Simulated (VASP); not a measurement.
# Pb (C2/c) in VASP: single point with RPBE

Aim: the single point of Pb with RPBE.

Program: VASP 6.6.1. These are calculated values, not measurements. Logs are shortened: lines on timing, memory, paths and dates and some standing lists are left out, and cuts for length are marked.

## Step 1: The cell of the first run

The structure is monoclinic, space group C2/c (No. 15). Conventional cell: a = 3.429 Å, b = 11.076 Å, c = 3.547 Å, α = 90.00°, β = 101.83°, γ = 90.00°. Pb (site symmetry 2) has 12 Pb at 3.36 to 4.40 Å within 4.4 Å.

## Step 2: Single point, RPBE (32.97 Å³/atom)

The input, INCAR:

```
SYSTEM = Pb
PREC     = Accurate       ! precision mode
ENCUT    = 520            ! plane-wave cutoff, eV
EDIFF    = 1E-7           ! SCF threshold, eV
ISMEAR   = -1             ! smearing method
SIGMA    = 0.1            ! smearing width, eV
LREAL    = .FALSE.        ! projectors in reciprocal space
LASPH    = .TRUE.         ! aspherical terms in the spheres
NELM     = 60             ! most SCF steps
ALGO     = Normal         ! electronic algorithm
ISIF     = 2              ! what is computed and relaxed
LWAVE    = .FALSE.        ! write WAVECAR
LCHARG   = .FALSE.        ! write CHGCAR
GGA      = RP             ! functional
NBANDS   = 21             ! bands
```

The input, KPOINTS:

```
regular mesh
0
G
  13 13 10
  0 0 0
```

The input, POSCAR:

```
Pb
1.0
   -4.0662586923      3.7659778812      1.7013381971
    3.7659778812     -4.0662586923      1.7013381971
    2.6727158949      2.6727158949     -2.2513030524
Pb
2
Direct
    0.9894905490      0.0105094510      0.0000000000
    0.7605094510      0.2394905490      0.5000000000
```

Potentials or basis: VASP PAW PBE potentials, release 64 (Pb_d).

On the command line:

```sh
> cat potpaw_PBE.64/Pb_d/POTCAR > POTCAR
> mpirun -np 1 vasp_std > vasp.out
```

OUTCAR:

```text
SYSTEM = Pb
   PREC = Accurate
   ENCUT = 520
   EDIFF = 1E-7
   ISMEAR = -1
   LREAL = .FALSE.
   LASPH = .TRUE.
   NELM = 60
   ISIF = 2
   GGA = RP

 ion  position               nearest neighbor table
   1  0.989  0.011  0.000-   2 3.36   2 3.36   2 3.49   2 3.49   2 3.71   2 3.71
   2  0.761  0.239  0.500-   1 3.36   1 3.36   1 3.49   1 3.49   1 3.71   1 3.71

  Warning from LATTYP: Got some problem with cell dimensions!
  Tried to take original basis but could not verify dimensions!
  LATTYP: Found a base centered monoclinic cell.
 ALAT       =     3.4290733114
 B/A-ratio  =     3.2301599238
 C/A-ratio  =     1.0344456639
 COS(beta)  =    -0.2049526974

  Lattice vectors:

 A1 = (   4.0662586923,  -3.7659778812,  -1.7013381971)
 A2 = (  -3.7659778812,   4.0662586923,  -1.7013381971)
 A3 = (   2.3724350838,   2.3724350838,   1.1513733418)

Analysis of symmetry for initial positions (statically):
=====================================================================
 Subroutine PRICEL returns:
 Original cell was already a primitive cell.

 Routine SETGRP: Setting up the symmetry group for a
 base centered monoclinic supercell.

 Subroutine GETGRP returns: Found  4 space group operations
 (whereof  2 operations were pure point group operations)
 out of a pool of  4 trial point group operations.

The static configuration has the point symmetry C_2 .
 The point group associated with its full space group is C_2h.

Analysis of symmetry for dynamics (positions and initial velocities):
=====================================================================
 Subroutine PRICEL returns:
 Original cell was already a primitive cell.

 Routine SETGRP: Setting up the symmetry group for a
 base centered monoclinic supercell.

 Subroutine GETGRP returns: Found  4 space group operations
 (whereof  2 operations were pure point group operations)
 out of a pool of  4 trial point group operations.

The dynamic configuration has the point symmetry C_2 .
 The point group associated with its full space group is C_2h.

 Subroutine INISYM returns: Found  4 space group operations
 (whereof  2 operations are pure point group operations),
 and found     1 'primitive' translations

----------------------------------------------------------------------------------------

                                     Primitive cell

  volume of cell :      65.9346

  direct lattice vectors                    reciprocal lattice vectors
    -4.066258692  3.765977881  1.701338197     0.069875082  0.197552533  0.317486371
     3.765977881 -4.066258692  1.701338197     0.197552533  0.069875082  0.317486371
     2.672715895  2.672715895 -2.251303052     0.202098432  0.202098432  0.035669734

  length of vectors
     5.797551278  5.797551278  4.399452914     0.380403899  0.380403899  0.288027572

  position of ions in fractional coordinates (direct lattice)
     0.989490549  0.010509451  1.000000000
     0.760509451  0.239490549  0.500000000

  ion indices of the primitive-cell ions
   primitive index   ion index
                 1           1
                 2           2

----------------------------------------------------------------------------------------

 KPOINTS: regular mesh

Automatic generation of k-mesh.
 Grid dimensions read from file:
 generate k-points for:   13   13   10

 Generating k-lattice:

  Cartesian coordinates                     Fractional coordinates (reciprocal lattice)
     0.005375006  0.015196349  0.024422029     0.076923077 -0.000000000  0.000000000
     0.015196349  0.005375006  0.024422029    -0.000000000  0.076923077  0.000000000
     0.020209843  0.020209843  0.003566973     0.000000000  0.000000000  0.100000000

  Length of vectors
     0.029261838  0.029261838  0.028802757

  Shift w.r.t. Gamma in fractional coordinates (k-lattice)
     0.000000000  0.000000000  0.000000000

 Subroutine IBZKPT returns following result:
 ===========================================

 Found    462 irreducible k-points:

 Following reciprocal coordinates:
            Coordinates               Weight
  0.000000  0.000000  0.000000      1.000000
  0.076923  0.000000 -0.000000      4.000000
  0.153846  0.000000  0.000000      4.000000
  0.230769  0.000000 -0.000000      4.000000
  0.307692  0.000000  0.000000      4.000000
  0.384615  0.000000 -0.000000      4.000000
[... 16 lines left out ...]
  0.384615  0.153846 -0.000000      4.000000
  0.461538  0.153846 -0.000000      4.000000
 [... further k-points ...]
   k-points           NKPTS =    462   k-points in BZ     NKDIM =    462   number of bands    NBANDS=     21
   number of dos      NEDOS =    301   number of ions     NIONS =      2
   total plane-waves  NPLWV =  82944
   dimension x,y,z NGX =    48 NGY =   48 NGZ =   36
   dimension x,y,z NGXF=    96 NGYF=   96 NGZF=   72
   ions per type =               2
   NGX,Y,Z   is equivalent  to a cutoff of  13.76, 13.76, 13.60 a.u.
   NGXF,Y,Z  is equivalent  to a cutoff of  27.53, 27.53, 27.21 a.u.
 SYSTEM =  Pb
   PREC   = accura    normal or accurate (medium, high low for compatibility)
   ISTART =      0    job   : 0-new  1-cont  2-samecut
   ICHARG =      2    charge: 1-file 2-atom 10-const
   ISPIN  =      1    spin polarized calculation?
   LNONCOLLINEAR =      F non collinear calculations
   LSORBIT =      F    spin-orbit coupling
   LASPH  =      T    aspherical Exc in radial PAW
   ENCUT  =  520.0 eV  38.22 Ry    6.18 a.u.  10.78 10.78  8.18*2*pi/ulx,y,z
   NELM   =     60;   NELMIN=  2; NELMDL= -5     # of ELM steps
   EDIFF  = 0.1E-06   stopping-criterion for ELM
   LREAL  =      F    real-space projection
   EDIFFG = 0.1E-05   stopping-criterion for IOM
   NSW    =      0    number of steps for IOM
   IBRION =     -1    ionic relax: 0-MD 1-quasi-New 2-CG
   NFREE  =      0    steps in history (QN), initial steepest desc. (CG)
   ISIF   =      2    stress and relaxation
   ISYM   =      2    0-nonsym 1-usesym 2-fastsym
   POTIM  = 0.5000    time-step for ionic-motion
   TEBEG  =    0.0;   TEEND  =   0.0 temperature during run
   PSTRESS=    0.0 pullay stress
   NELECT =      28.0000    total number of electrons
   NUPDOWN=      -1.0000    fix difference up-down
   EMIN   =  10.00;   EMAX   =-10.00  energy-range for DOS
   EFERMI =   0.00;   METHOD = LEGACY
   ISMEAR =    -1;   SIGMA  =   0.10  broadening in eV -4-tet -1-fermi 0-gaus
   EFERMI_NEDOS =   21; number of points for ismear=-14 and -15
   IALGO  =     38    algorithm
   IMIX   =      4    mixing-type and parameters
     AMIX     =   0.40;   BMIX     =  1.00
     AMIX_MAG =   1.60;   BMIX_MAG =  1.00
  volume/ion in A,a.u.               =      32.97       222.47
  Fermi-wavevector in a.u.,A,eV,Ry     =   1.230523  2.325351 20.601757  1.514186
  Thomas-Fermi vector in A             =   2.365368
   LORBIT       =      0    0 simple, 1 ext, 2 COOP (PROOUT), +10 PAW based schemes
   GGA     = RP    functional components
   LHFCALC =     F    Hartree Fock is set to
   AEXX    =    0.0000 exact exchange contribution
   IVDW    =     0    specifies the selected vdW correction
   LEPSILON=     F    determine dielectric tensor
   LRPA    =     F    only Hartree local field effects (RPA)
 non-spin polarized calculation
  energy-cutoff  :      520.00
  volume of cell :       65.93
 maximum number of plane-waves:      1798
 NGX is ok and might be reduce to    48
   NGX = 21   NGY = 21   NGZ = 17

 number of electron      28.0000000 magnetization

 Free energy of the ion-electron system (eV)
  ---------------------------------------------------
  ext. energy  EPLUGINS =         0.00000000
  ---------------------------------------------------
  free energy    TOTEN  =        -6.25606276 eV

  energy without entropy =       -6.21665272  energy(sigma->0) =       -6.23635774

 E-fermi :   6.4700     XC(G=0):  -9.6461

 val. band max:        6.4697340922   @ k =  -0.1538  -0.4615   0.2000
 cond. band min:       6.4744313805   @ k =   0.2308   0.1538   0.2000
 fundamental gap:      0.0046972882
 Fermi energy:         6.4699875393

 k-point     1 :       0.0000    0.0000    0.0000
  band No.  band energies     occupation
      1     -10.7439      2.00000
      2     -10.6957      2.00000
      3     -10.6482      2.00000
      4     -10.6329      2.00000
      5     -10.5702      2.00000
      6     -10.4881      2.00000
[... 13 lines left out ...]
     20      14.7803      0.00000
     21      15.0918      0.00000

 k-point     2 :       0.0769    0.0000   -0.0000
  band No.  band energies     occupation
      1     -10.7237      2.00000
      2     -10.6782      2.00000
      3     -10.6552      2.00000
      4     -10.6150      2.00000
      5     -10.5660      2.00000
      6     -10.4947      2.00000
[... 13 lines left out ...]
     20      15.4656      0.00000
     21      15.6560      0.00000

 k-point     3 :       0.1538    0.0000    0.0000
  band No.  band energies     occupation
      1     -10.6740      2.00000
      2     -10.6571      2.00000
      3     -10.6349      2.00000
      4     -10.5797      2.00000
      5     -10.5578      2.00000
      6     -10.5115      2.00000
[... 13 lines left out ...]
     20      15.2470      0.00000
     21      16.0720      0.00000

 k-point     4 :       0.2308    0.0000   -0.0000
  band No.  band energies     occupation
      1     -10.6781      2.00000
      2     -10.6116      2.00000
      3     -10.5935      2.00000
      4     -10.5577      2.00000
      5     -10.5334      2.00000
      6     -10.5226      2.00000
[... 13 lines left out ...]
     20      14.5318      0.00000
     21      17.0689      0.00000

 k-point     5 :       0.3077    0.0000    0.0000
  band No.  band energies     occupation
      1     -10.6926      2.00000
      2     -10.6333      2.00000
      3     -10.6005      2.00000
      4     -10.5688      2.00000
      5     -10.5052      2.00000
      6     -10.4848      2.00000
[... 13 lines left out ...]
     20      13.7881      0.00000
     21      16.8076      0.00000

 k-point     6 :       0.3846    0.0000   -0.0000
  band No.  band energies     occupation
      1     -10.7042      2.00000
      2     -10.6605      2.00000
      3     -10.6308      2.00000
      4     -10.6088      2.00000
      5     -10.5039      2.00000
      6     -10.4525      2.00000
[... 13 lines left out ...]
     20      13.4144      0.00000
     21      15.6382      0.00000

 k-point     7 :       0.4615    0.0000   -0.0000
  band No.  band energies     occupation
      1     -10.7060      2.00000
      2     -10.6812      2.00000
      3     -10.6492      2.00000
      4     -10.6349      2.00000
      5     -10.5052      2.00000
      6     -10.4375      2.00000
[... 13 lines left out ...]
     20      13.1588      0.00000
     21      13.9699      0.00000
[... 291 lines left out ...]
      1     -10.6951      2.00000
      2     -10.6374      2.00000
      3     -10.5939      2.00000
      4     -10.5385      2.00000
      5     -10.5263      2.00000
      6     -10.4953      2.00000
[... 13 lines left out ...]
     20      13.0557      0.00000
     21      18.1411      0.00000

 k-point    21 :       0.2308    0.1538    0.0000
  band No.  band energies     occupation
      1     -10.7101      2.00000
      2     -10.6706      2.00000
      3     -10.6177      2.00000
      4     -10.5796      2.00000
      5     -10.5169      2.00000
      6     -10.4779      2.00000
[... 13 lines left out ...]
     20      12.5694      0.00000
     21      17.4487      0.00000

 k-point    22 :       0.3077    0.1538   -0.0000
  band No.  band energies     occupation
      1     -10.7180      2.00000
      2     -10.6878      2.00000
      3     -10.6349      2.00000
      4     -10.6119      2.00000
      5     -10.5131      2.00000
      6     -10.4638      2.00000
[... 13 lines left out ...]
     20      12.4889      0.00000
     21      15.4204      0.00000

 k-point    23 :       0.3846    0.1538   -0.0000
  band No.  band energies     occupation
      1     -10.7134      2.00000
      2     -10.6860      2.00000
      3     -10.6422      2.00000
      4     -10.6225      2.00000
      5     -10.5103      2.00000
      6     -10.4506      2.00000
[... 13 lines left out ...]
     20      12.6613      0.00000
     21      13.9369      0.00000

 k-point    24 :       0.4615    0.1538   -0.0000
  band No.  band energies     occupation
      1     -10.7009      2.00000
      2     -10.6669      2.00000
      3     -10.6317      2.00000
      4     -10.6118      2.00000
      5     -10.5059      2.00000
      6     -10.4443      2.00000
[... 13 lines left out ...]
     20      13.1865      0.00000
     21      14.2307      0.00000

 [... further k-points ...]

------------------------ aborting loop because EDIFF is reached ----------------------------------------

  FORCE on cell =-STRESS in cart. coord.  units (eV):
  Direction    XX          YY          ZZ          XY          YZ          ZX
  --------------------------------------------------------------------------------------
  -------------------------------------------------------------------------------------
  Total        0.5298964      0.5298964      0.6831858     -0.0459885     -0.0291212     -0.0291212
  in kB       12.8762100     12.8762100     16.6010630     -1.1174980     -0.7076302     -0.7076313
  external PRESSURE =      14.1178276 kB  Pullay stress =       0.0000000 kB

 VOLUME and BASIS-vectors are now :
 -----------------------------------------------------------------------------
  energy-cutoff  :      520.00
  volume of cell :       65.93
      direct lattice vectors                 reciprocal lattice vectors
    -4.066258692  3.765977881  1.701338197     0.069875082  0.197552533  0.317486371
     3.765977881 -4.066258692  1.701338197     0.197552533  0.069875082  0.317486371
     2.672715895  2.672715895 -2.251303052     0.202098432  0.202098432  0.035669734

 POSITION                                       TOTAL-FORCE (eV/Angst)
 -----------------------------------------------------------------------------------
     -3.98395      3.68367      1.70134        -0.052648      0.052648      0.000000
     -0.85415      3.22659      0.57569         0.052648     -0.052648     -0.000000
 -----------------------------------------------------------------------------------
    total drift:                                0.000000     -0.000000      0.000000

  FREE ENERGIE OF THE ION-ELECTRON SYSTEM (eV)
  ---------------------------------------------------
  free  energy   TOTEN  =        -6.2560627607 eV

  energy  without entropy=       -6.2166527233  energy(sigma->0) =       -6.23635774
```

It took 16 min on 1 thread of Intel Xeon 8259CL, shared host; peak memory 0.66 GiB.

What came out:

| Item | Value |
| --- | --- |
| Free energy | -6.2561 eV |
| Pressure | 1.4 GPa |
| Largest force | 0.074 eV/Å |
| Band gap on the k mesh | zero (bands 14 and 15 overlap by 4.27 eV) |

Forces in eV/Å, atoms in the order of the input:
```
Pb  -0.053  0.053  0.000
Pb   0.053 -0.053  0.000
```

Levels at points of the mesh, in eV from the Fermi level:
| k point | band 12 | band 13 | band 14 | band 15 | band 16 | band 17 |
| --- | --- | --- | --- | --- | --- | --- |
| (0.00, 0.00, 0.00) | -7.45 | -3.50 | 2.58 | 4.69 | 5.47 | 5.91 |
| (0.00, 0.00, 0.50) | -8.45 | -1.73 | -1.73 | 0.19 | 0.19 | 5.33 |

Caveat: the PAW data sets were made with another functional, which shifts forces and pressure a little; spin-orbit coupling is left out, which moves the levels of the heavy elements.
